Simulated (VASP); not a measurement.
# TiC (I4mm) in VASP: further runs

Runs on TiC. Level: PBEsol. Tasks: single point.

Program: VASP 6.6.1. These are calculated values, not measurements. Logs are shortened: lines on timing, memory, paths and dates and some standing lists are left out, and cuts for length are marked.

## Step 1: The cell of the first run

Symmetry: I4mm, No. 107, tetragonal system. Conventional cell: a = 3.060 Å, b = 3.060 Å, c = 4.328 Å, α = 90.00°, β = 90.00°, γ = 90.00°. Within 2.8 Å of Ti (site symmetry 4mm) lie 6 C at 2.14 to 2.19 Å. C (site symmetry 4mm) has 6 Ti at 2.14 to 2.19 Å within 2.8 Å.

## Step 2: Single point, PBEsol (all C atoms moved +0.025 Å, as atom 2 along Cartesian [0 1 0])

INCAR

```
SYSTEM = TiC
PREC     = Accurate       ! precision mode
ENCUT    = 520            ! plane-wave cutoff, eV
EDIFF    = 1E-6           ! SCF threshold, eV
ISMEAR   = 0              ! smearing method
SIGMA    = 0.15           ! smearing width, eV
LREAL    = .FALSE.        ! projectors in reciprocal space
LASPH    = .TRUE.         ! aspherical terms in the spheres
NELM     = 60             ! most SCF steps
ALGO     = Normal         ! electronic algorithm
ISIF     = 2              ! what is computed and relaxed
LWAVE    = .FALSE.        ! write WAVECAR
LCHARG   = .FALSE.        ! write CHGCAR
GGA      = PS             ! functional
NBANDS   = 15             ! bands
```

KPOINTS

```
Automatic mesh
0
G
  18 18 18
  0 0 0
```

POSCAR

```
TiC
1.0
    0.0000000000      2.1640000000      2.1640000000
    2.1640000000      0.0000000000      2.1640000000
    2.1640000000      2.1640000000      0.0000000000
Ti C
1 1
Direct
    0.0000000000      0.0000000000      0.0000000000
    0.5057763401      0.4942236599      0.5057763401
```

Potentials or basis: VASP PAW PBE potentials, release 64 (Ti_sv, C).

The run is started by

```sh
cat potpaw_PBE.64/Ti_sv/POTCAR potpaw_PBE.64/C/POTCAR > POTCAR
mpirun -np 1 vasp_std > vasp.out
```

OUTCAR:

```text
SYSTEM = TiC
   PREC = Accurate
   ENCUT = 520
   EDIFF = 1E-6
   ISMEAR = 0
   LREAL = .FALSE.
   LASPH = .TRUE.
   NELM = 60
   ISIF = 2
   GGA = PS

 ion  position               nearest neighbor table
   1  0.000  0.000  0.000-   2 2.14   2 2.16   2 2.16   2 2.16   2 2.16   2 2.19
   2  0.506  0.494  0.506-   1 2.14   1 2.16   1 2.16   1 2.16   1 2.16   1 2.19

  LATTYP: Found a face centered cubic cell.
 ALAT       =     4.3280000000

  Lattice vectors:

 A1 = (   0.0000000000,   2.1640000000,   2.1640000000)
 A2 = (   2.1640000000,   0.0000000000,   2.1640000000)
 A3 = (   2.1640000000,   2.1640000000,   0.0000000000)

Analysis of symmetry for initial positions (statically):
=====================================================================
 Subroutine PRICEL returns:
 Original cell was already a primitive cell.

 Routine SETGRP: Setting up the symmetry group for a
 face centered cubic supercell.

 Subroutine GETGRP returns: Found  8 space group operations
 (whereof  8 operations were pure point group operations)
 out of a pool of 48 trial point group operations.

The static configuration has the point symmetry C_4v.

Analysis of symmetry for dynamics (positions and initial velocities):
=====================================================================
 Subroutine PRICEL returns:
 Original cell was already a primitive cell.

 Routine SETGRP: Setting up the symmetry group for a
 face centered cubic supercell.

 Subroutine GETGRP returns: Found  8 space group operations
 (whereof  8 operations were pure point group operations)
 out of a pool of 48 trial point group operations.

The dynamic configuration has the point symmetry C_4v.

 Subroutine INISYM returns: Found  8 space group operations
 (whereof  8 operations are pure point group operations),
 and found     1 'primitive' translations

----------------------------------------------------------------------------------------

                                     Primitive cell

  volume of cell :      20.2676

  direct lattice vectors                    reciprocal lattice vectors
     0.000000000  2.164000000  2.164000000    -0.231053604  0.231053604  0.231053604
     2.164000000  0.000000000  2.164000000     0.231053604 -0.231053604  0.231053604
     2.164000000  2.164000000  0.000000000     0.231053604  0.231053604 -0.231053604

  length of vectors
     3.060358149  3.060358149  3.060358149     0.400196582  0.400196582  0.400196582

  position of ions in fractional coordinates (direct lattice)
     0.000000000  0.000000000  0.000000000
     0.505776340  0.494223660  0.505776340

  ion indices of the primitive-cell ions
   primitive index   ion index
                 1           1
                 2           2

----------------------------------------------------------------------------------------

 KPOINTS: Automatic mesh

Automatic generation of k-mesh.
 Grid dimensions read from file:
 generate k-points for:   18   18   18

 Generating k-lattice:

  Cartesian coordinates                     Fractional coordinates (reciprocal lattice)
    -0.012836311  0.012836311  0.012836311     0.055555556  0.000000000  0.000000000
     0.012836311 -0.012836311  0.012836311     0.000000000  0.055555556  0.000000000
     0.012836311  0.012836311 -0.012836311     0.000000000  0.000000000  0.055555556

  Length of vectors
     0.022233143  0.022233143  0.022233143

  Shift w.r.t. Gamma in fractional coordinates (k-lattice)
     0.000000000  0.000000000  0.000000000

 Subroutine IBZKPT returns following result:
 ===========================================

 Found    480 irreducible k-points:

 Following reciprocal coordinates:
            Coordinates               Weight
  0.000000  0.000000  0.000000      1.000000
  0.055556  0.000000  0.000000      8.000000
  0.111111  0.000000  0.000000      8.000000
  0.166667  0.000000  0.000000      8.000000
  0.222222  0.000000  0.000000      8.000000
  0.277778  0.000000  0.000000      8.000000
[... 16 lines left out ...]
  0.388889  0.055556  0.000000     16.000000
  0.055556  0.000000  0.388889      8.000000
 [... further k-points ...]
   k-points           NKPTS =    480   k-points in BZ     NKDIM =    480   number of bands    NBANDS=     15
   number of dos      NEDOS =    301   number of ions     NIONS =      2
   total plane-waves  NPLWV =  13824
   dimension x,y,z NGX =    24 NGY =   24 NGZ =   24
   dimension x,y,z NGXF=    48 NGYF=   48 NGZF=   48
   ions per type =               1   1
   NGX,Y,Z   is equivalent  to a cutoff of  13.04, 13.04, 13.04 a.u.
   NGXF,Y,Z  is equivalent  to a cutoff of  26.07, 26.07, 26.07 a.u.
 SYSTEM =  TiC
   PREC   = accura    normal or accurate (medium, high low for compatibility)
   ISTART =      0    job   : 0-new  1-cont  2-samecut
   ICHARG =      2    charge: 1-file 2-atom 10-const
   ISPIN  =      1    spin polarized calculation?
   LNONCOLLINEAR =      F non collinear calculations
   LSORBIT =      F    spin-orbit coupling
   LASPH  =      T    aspherical Exc in radial PAW
   ENCUT  =  520.0 eV  38.22 Ry    6.18 a.u.   5.69  5.69  5.69*2*pi/ulx,y,z
   NELM   =     60;   NELMIN=  2; NELMDL= -5     # of ELM steps
   EDIFF  = 0.1E-05   stopping-criterion for ELM
   LREAL  =      F    real-space projection
   EDIFFG = 0.1E-04   stopping-criterion for IOM
   NSW    =      0    number of steps for IOM
   IBRION =     -1    ionic relax: 0-MD 1-quasi-New 2-CG
   NFREE  =      0    steps in history (QN), initial steepest desc. (CG)
   ISIF   =      2    stress and relaxation
   ISYM   =      2    0-nonsym 1-usesym 2-fastsym
   POTIM  = 0.5000    time-step for ionic-motion
   TEBEG  =    0.0;   TEEND  =   0.0 temperature during run
   PSTRESS=    0.0 pullay stress
   NELECT =      16.0000    total number of electrons
   NUPDOWN=      -1.0000    fix difference up-down
   EMIN   =  10.00;   EMAX   =-10.00  energy-range for DOS
   EFERMI =   0.00;   METHOD = LEGACY
   ISMEAR =     0;   SIGMA  =   0.15  broadening in eV -4-tet -1-fermi 0-gaus
   EFERMI_NEDOS =   21; number of points for ismear=-14 and -15
   IALGO  =     38    algorithm
   IMIX   =      4    mixing-type and parameters
     AMIX     =   0.40;   BMIX     =  1.00
     AMIX_MAG =   1.60;   BMIX_MAG =  1.00
  volume/ion in A,a.u.               =      10.13        68.39
  Fermi-wavevector in a.u.,A,eV,Ry     =   1.513030  2.859212 31.147275  2.289260
  Thomas-Fermi vector in A             =   2.622876
   LORBIT       =      0    0 simple, 1 ext, 2 COOP (PROOUT), +10 PAW based schemes
   GGA     = PS    functional components
   LHFCALC =     F    Hartree Fock is set to
   AEXX    =    0.0000 exact exchange contribution
   IVDW    =     0    specifies the selected vdW correction
   LEPSILON=     F    determine dielectric tensor
   LRPA    =     F    only Hartree local field effects (RPA)
 non-spin polarized calculation
 Gauss-broadening in eV      SIGMA  =   0.15
  energy-cutoff  :      520.00
  volume of cell :       20.27
 maximum number of plane-waves:       568
   NGX = 11   NGY = 11   NGZ = 11

 number of electron      16.0000000 magnetization

 Free energy of the ion-electron system (eV)
  ---------------------------------------------------
  ext. energy  EPLUGINS =         0.00000000
  ---------------------------------------------------
  free energy    TOTEN  =       -19.79242666 eV

  energy without entropy =      -19.78896692  energy(sigma->0) =      -19.79069679

 E-fermi :   9.3309     XC(G=0): -12.8722

 val. band max:        9.3300124641   @ k =   0.3889   0.0000   0.4444
 cond. band min:       9.3383027587   @ k =   0.4444   0.3889   0.0000
 fundamental gap:      0.0082902946
 Fermi energy:         9.3309233547

 k-point     1 :       0.0000    0.0000    0.0000
  band No.  band energies     occupation
      1     -46.9939      2.00000
      2     -23.1193      2.00000
      3     -23.1193      2.00000
      4     -23.1191      2.00000
      5      -3.0490      2.00000
      6       9.9713      0.00000
      7       9.9713      0.00000
      8       9.9937      0.00000
      9      10.8300      0.00000
     10      11.0602      0.00000
     11      11.0605      0.00000
     12      11.0605      0.00000
     13      11.2718      0.00000
     14      19.8372      0.00000
     15      23.2625      0.00000

 k-point     2 :       0.0556    0.0000    0.0000
  band No.  band energies     occupation
      1     -46.9916      2.00000
      2     -23.1353      2.00000
      3     -23.1208      2.00000
      4     -23.1207      2.00000
      5      -2.9782      2.00000
      6       9.6084      0.00889
      7       9.8370      0.00000
      8       9.8708      0.00000
      9      10.3797      0.00000
     10      10.4071      0.00000
     11      11.2243      0.00000
     12      11.9513      0.00000
     13      11.9837      0.00000
     14      19.9648      0.00000
     15      23.2993      0.00000

 k-point     3 :       0.1111    0.0000    0.0000
  band No.  band energies     occupation
      1     -46.9851      2.00000
      2     -23.1813      2.00000
      3     -23.1252      2.00000
      4     -23.1250      2.00000
      5      -2.7695      2.00000
      6       8.8716      1.99999
      7       9.2179      1.71345
      8       9.2424      1.59632
      9      10.3761      0.00000
     10      10.3841      0.00000
     11      11.5177      0.00000
     12      12.8960      0.00000
     13      12.9135      0.00000
     14      20.2899      0.00000
     15      23.3483      0.00000

 k-point     4 :       0.1667    0.0000    0.0000
  band No.  band energies     occupation
      1     -46.9751      2.00000
      2     -23.2511      2.00000
      3     -23.1318      2.00000
      4     -23.1317      2.00000
      5      -2.4331      2.00000
      6       7.9930      2.00000
      7       8.5256      2.00000
      8       8.5391      2.00000
      9      10.5979      0.00000
     10      10.6013      0.00000
     11      11.7781      0.00000
     12      13.8505      0.00000
     13      13.8624      0.00000
     14      20.6240      0.00000
     15      23.3424      0.00000
[... 307 lines left out ...]
 k-point    22 :       0.0556    0.0000    0.3333
  band No.  band energies     occupation
      1     -46.9398      2.00000
      2     -23.4789      2.00000
      3     -23.1652      2.00000
      4     -23.1551      2.00000
      5      -1.0296      2.00000
      6       5.4597      2.00000
      7       6.9801      2.00000
      8       7.2360      2.00000
      9      11.2461      0.00000
     10      11.7226      0.00000
     11      12.6280      0.00000
     12      15.6862      0.00000
     13      16.4959      0.00000
     14      19.7198      0.00000
     15      24.3708      0.00000

 k-point    23 :       0.3889    0.0556    0.0000
  band No.  band energies     occupation
      1     -46.9289      2.00000
      2     -23.5498      2.00000
      3     -23.1705      2.00000
      4     -23.1646      2.00000
      5      -0.4381      2.00000
      6       4.6348      2.00000
      7       6.6693      2.00000
      8       6.8730      2.00000
      9      11.6229      0.00000
     10      12.0187      0.00000
     11      12.9406      0.00000
     12      16.4014      0.00000
     13      17.0186      0.00000
     14      18.9197      0.00000
     15      24.8410      0.00000

 k-point    24 :       0.0556    0.0000    0.3889
  band No.  band energies     occupation
      1     -46.9289      2.00000
      2     -23.5498      2.00000
      3     -23.1707      2.00000
      4     -23.1645      2.00000
      5      -0.4380      2.00000
      6       4.6351      2.00000
      7       6.6705      2.00000
      8       6.8709      2.00000
      9      11.6227      0.00000
     10      12.0198      0.00000
     11      12.9419      0.00000
     12      16.3993      0.00000
     13      17.0162      0.00000
     14      18.9230      0.00000
     15      24.8372      0.00000

 [... further k-points ...]
[... 5 lines left out ...]
  --------------------------------------------------------------------------------------
  -------------------------------------------------------------------------------------
  Total       -0.7448452     -0.7233977     -0.7448452      0.0000000      0.0000000     -0.0000000
  in kB      -58.8809518    -57.1855019    -58.8809518      0.0000000      0.0000000     -0.0000000
  external PRESSURE =     -58.3158018 kB  Pullay stress =       0.0000000 kB

 VOLUME and BASIS-vectors are now :
 -----------------------------------------------------------------------------
  energy-cutoff  :      520.00
  volume of cell :       20.27
      direct lattice vectors                 reciprocal lattice vectors
     0.000000000  2.164000000  2.164000000    -0.231053604  0.231053604  0.231053604
     2.164000000  0.000000000  2.164000000     0.231053604 -0.231053604  0.231053604
     2.164000000  2.164000000  0.000000000     0.231053604  0.231053604 -0.231053604

 POSITION                                       TOTAL-FORCE (eV/Angst)
 -----------------------------------------------------------------------------------
      0.00000      0.00000      0.00000         0.000000      0.235061      0.000000
      2.16400      2.18900      2.16400         0.000000     -0.235061      0.000000
 -----------------------------------------------------------------------------------
    total drift:                               -0.000000     -0.000027     -0.000000

  FREE ENERGIE OF THE ION-ELECTRON SYSTEM (eV)
  ---------------------------------------------------
  free  energy   TOTEN  =       -19.7924266638 eV

  energy  without entropy=      -19.7889669192  energy(sigma->0) =      -19.79069679
```

Run time: 44 s. Hardware: 1 thread of Intel Xeon 6975P-C (Granite Rapids), shared host; peak memory 0.26 GiB.

Results:

| Property | Result |
| --- | --- |
| Free energy | -19.7924 eV |
| Pressure | -5.8 GPa |
| Largest force | 0.235 eV/Å |
| Band gap on the k mesh | zero (band 8 reaches 9.99 eV, above the bottom of band 9 at 8.92 eV) |

Forces on the atoms (eV/Å):
```
Ti   0.000  0.235  0.000
C    0.000 -0.235  0.000
```

Levels at points of the mesh, in eV from the Fermi level:
```tsv
k point	band 6	band 7	band 8	band 9	band 10	band 11
(0.00, 0.00, 0.00)	0.64	0.64	0.66	1.50	1.73	1.73
(0.50, 0.00, 0.00)	-5.89	-2.90	-2.90	2.93	2.93	4.12
(0.50, 0.50, 0.00)	-3.45	-1.70	-0.03	0.00	2.75	3.53
(0.50, 0.00, 0.50)	-3.44	-1.68	-0.02	-0.02	2.74	3.53
```

Caveat: the cell differs from its parent crystal (all C atoms moved +0.025 Å, as atom 2 along Cartesian [0 1 0]); the PAW data sets were made with another functional, which shifts forces and pressure a little.

## Step 3: Single point, PBEsol (all C atoms moved +0.087 Å, as atom 2 along Cartesian [0 1 0])

INCAR

```
ALGO = Normal
EDIFF = 1E-7
ENCUT = 520
GGA = PS
ISIF = 2
ISMEAR = 0
LASPH = True
LCHARG = True
LELF = True
LREAL = False
LVHAR = True
LWAVE = False
NBANDS = 15
NELM = 60
PREC = Accurate
SIGMA = 0.15
```

KPOINTS

```
k-points
0
Gamma
  18 18 18
```

POSCAR: that of step 2 with these lines changed.

```diff
@@ -9,2 +9,2 @@
     0.0000000000      0.0000000000      0.0000000000
-    0.5057763401      0.4942236599      0.5057763401
+    0.5202171904      0.4797828096      0.5202171904
```

Potentials or basis: VASP PAW PBE potentials, release 64 (Ti_sv, C).

The run is started by

```sh
cat potpaw_PBE.64/Ti_sv/POTCAR potpaw_PBE.64/C/POTCAR > POTCAR
mpirun -np 1 vasp_std > vasp.out
```

Run time: 44 s. Hardware: 1 thread of Intel Xeon 6975P-C (Granite Rapids), shared host; peak memory 0.26 GiB.

Results (log left out):

```
Free energy            : -19.7597 eV
Pressure               : -5.0 GPa
Largest force          : 0.804 eV/Å
Band gap on the k mesh : zero (band 8 reaches 9.99 eV, above the bottom of band 9 at 8.89 eV)
```

Forces on the atoms (eV/Å):
```
Ti   0.000  0.804  0.000
C    0.000 -0.804  0.000
```

Stress tensor (GPa, compression positive):
```
-5.69  0.00  0.00
 0.00 -3.60  0.00
 0.00  0.00 -5.69
```

Levels at points of the mesh, in eV from the Fermi level:
```csv
k point,band 4,band 5,band 6,band 7,band 8,band 9,band 10,band 11,band 12,band 13
"(0.00, 0.00, 0.00)",-32.47,-12.40,0.41,0.41,0.64,0.96,1.71,1.93,1.93,2.50
"(0.50, 0.00, 0.00)",-32.52,-8.87,-5.90,-2.92,-2.91,2.89,2.91,4.10,7.62,8.16
"(0.50, 0.50, 0.00)",-32.64,-10.08,-3.47,-1.89,-0.10,0.17,2.81,3.51,3.51,5.86
"(0.50, 0.00, 0.50)",-32.65,-10.08,-3.44,-1.71,-0.05,-0.05,2.72,3.51,3.51,5.79
```

Caveat: the cell differs from its parent crystal (all C atoms moved +0.087 Å, as atom 2 along Cartesian [0 1 0]); the PAW data sets were made with another functional, which shifts forces and pressure a little.
